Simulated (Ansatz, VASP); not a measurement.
## Two plane-wave programs on BP

The input INCAR:

```
PREC = Accurate
ENCUT = 450
EDIFF = 1E-7
ISMEAR = 0
SIGMA = 0.02
LREAL = F
LASPH = T
NELM = 120
ALGO = Normal
ISIF = 2
LWAVE = F
LCHARG = F
GGA = CA
IBRION = 2
NSW = 60
EDIFFG = -0.002
GGA_COMPAT = F
NELMIN = 4
```

Contents of KPOINTS:

```
regular mesh
0
Gamma
  10 10 10
```

Contents of POSCAR:

```
BP
1.0
    0.0000000000      2.2229228706      2.2558474901
    2.2229228706      0.0000000000      2.2558474901
    2.2229228706      2.2229228706      0.0000000000
B P
1 1
Direct
    0.0000000000      0.0000000000      0.0000000000
    0.2500000000      0.2500000000      0.2500000000
```

Input for Ansatz:

```yaml
crystal:
  lattice:
    - [0.0, 2.2229228719, 2.2558474898]
    - [2.2229228719, 0.0, 2.2558474898]
    - [2.2229228719, 2.2229228719, 0.0]
  atoms:
    - { symbol: B, position: [0.0, 0.0, 0.0] }
    - { symbol: P, position: [0.25, 0.25, 0.25] }
basis:
  ecutwfc: 420
kpoints:
  mp_grid: { grid: [10, 10, 10] }
hamiltonian:
  xc: lda
  pseudopotentials: { kind: paw, azcp: { folder: soft_1 } }
scf:
  occupations: { method: gaussian, width: 0.02 }
output:
  forces: true
  stress: true
  eigenvalues: true
relax:
  adjacent_minimum: "off"
  f_tol: 0.002
  max_steps: 40
```

Change from the starting cell: strained cell.

Alike in both runs: task relaxation of the atoms; functional LDA; k mesh 10 × 10 × 10; occupations gaussian, width 0.02 eV; no spin polarisation.

|  | VASP | Ansatz |
| --- | --- | --- |
| version | VASP 6.6.1 | Ansatz 0.2.0 |
| potentials or method | VASP PAW LDA potentials, release 64 (B, P), cutoff 450 eV | scalar-relativistic, plane waves, PAW |
| valence electrons in the cell | 8 | 8 |

```tsv
	VASP	Ansatz	Ansatz less VASP
gap on the k mesh at the Fermi level, each at its own relaxed structure (eV)	1.02	1.02	-0.001
```

Ansatz warns that its potentials were made for another functional, while VASP's fit it. LDA's correlation is that of Perdew and Zunger in VASP and of Perdew and Wang (1992) in Ansatz. Ansatz's warnings: stress scf threshold loose.

Noted on VASP's run: the relaxation stopped at its first step, so nothing moved.
